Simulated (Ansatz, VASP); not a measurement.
As in VASP and in Ansatz

File POSCAR:

```
As
1.0
    4.9661210759      0.0000000000      0.0000000000
   -2.4830605380      4.3007870100      0.0000000000
    0.0000000000      0.0000000000      2.8744365677
As
3
Direct
    0.0000000000      1.0000000000      0.0000000000
    0.3333333333      0.6666666667      0.5000000000
    0.6666666667      0.3333333333      0.5000000000
```

Contents of INCAR.step1:

```
  PREC = Accurate
  ENCUT = 520
  ISMEAR = -1
  SIGMA = 0.1
  LREAL = F
  LASPH = T
  NELM = 80
  NBANDS = 14
  GGA = PE
  ALGO = Normal
  EDIFF = 1E-4
  LWAVE = T
  LCHARG = F
```

The input INCAR.step2:

```
  PREC = Accurate
  ENCUT = 520
  EDIFF = 1E-7
  ISMEAR = -1
  SIGMA = 0.1
  LREAL = F
  LASPH = T
  NELM = 80
  ALGO = Normal
  ISIF = 2
  LWAVE = F
  LCHARG = F
  METAGGA = R2SCAN
  LMIXTAU = T
  NBANDS = 14
  ISTART = 1
```

File KPOINTS:

```
Automatic mesh
0
Gamma
  9 9 13
```

Input for Ansatz:

```yaml
crystal:
  lattice:
    - [4.9661210759, 0.0, 0.0]
    - [-2.483060538, 4.30078701, 0.0]
    - [0.0, 0.0, 2.8744365677]
  atoms:
    - { symbol: As, position: [0.0, 1.0, 0.0] }
    - { symbol: As, position: [0.3333333333, 0.6666666667, 0.5] }
    - { symbol: As, position: [0.6666666667, 0.3333333333, 0.5] }
hamiltonian:
  xc: r2scan
  pseudopotentials:
    kind: paw
    azcp:
      As: "pseudopotentials/As.paw.azcp"
basis:
  ecutwfc: 500
  fft_grid_basis: typed
kpoints:
  mp_grid: { grid: [9, 9, 13], shift: [0, 0, 0] }
magnetization:
  spin_polarized: false
scf:
  occupations: { method: fermi_dirac, width: 0.1 }
  lower_state_search: "off"
output:
  stress: true
  write_density: true
  write_potential: true
  elf: true
  volumetric_format: npy
```

Alike in both runs: task single point; functional r2SCAN; k mesh 9 × 9 × 13; occupations fermi-dirac, width 0.1 eV; no spin polarisation.

```csv
,VASP,Ansatz
version,VASP 6.6.1,Ansatz 0.2.0
potentials or method,"VASP PAW PBE potentials, release 64 (As), cutoff 520 eV","plane waves (500 eV) with PAW, scalar-relativistic"
valence electrons in the cell,15,45
```

Ansatz gave:

| Quantity | Value |
| --- | --- |
| pressure (GPa) | -5.0 |
| traceless stress, the component that is largest in VASP (GPa) | -0.10 |

**Question.** What did VASP give for the same quantities?

**Answer.** Pressure (GPa): -5.2; traceless stress, the component that is largest in VASP (GPa): -0.12.

VASP's potentials were made for PBE, not for r2SCAN. With one functional, cell and mesh, what is left measures potentials, basis and numerics. VASP's potentials hold 15 valence electrons a cell and Ansatz's 45, so a difference there can come from the potentials and not from the codes.
